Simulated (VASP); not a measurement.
Re, 2 atoms in the cell. It takes space group P-3m1 (No. 164, trigonal). The conventional cell has a = 2.727 Å, b = 2.727 Å, c = 4.406 Å, α = 90.00°, β = 90.00°, γ = 120.00°. Within 3.3 Å of Re (site symmetry 3m) lie 12 Re at 2.49 to 2.94 Å. 

| Property | Result |
| --- | --- |
| Program | VASP 6.6.1 |
| Task | single point |
| Functional | PBEsol |
| Potentials or basis | VASP PAW PBE potentials, release 64 (Re) |
| Cutoff | 520 eV |
| k mesh | 18 × 18 × 10 |
| Occupations | gaussian, width 0.15 eV |
| Spin | no spin polarisation |
| Dipole correction | no |
| Further INCAR settings | ALGO = Normal; EDIFF = 1e-06; NBANDS = 14 |

Potentials or basis: VASP PAW PBE potentials, release 64 (Re).

Run with:

```sh
$ cat potpaw_PBE.64/Re/POTCAR > POTCAR
$ mpirun -np 1 vasp_std > vasp.out
```

Hardware: 1 thread of Intel(R) Xeon(R) 6975P-C (Granite Rapids) (shared host).

Problem. Estimate the wall time of this run.

Solution. It took 50 s on 1 thread of Intel(R) Xeon(R) 6975P-C (Granite Rapids), with other jobs on the host, peak memory 0.23 GiB. Counts: scf iterations 12, k points 330.
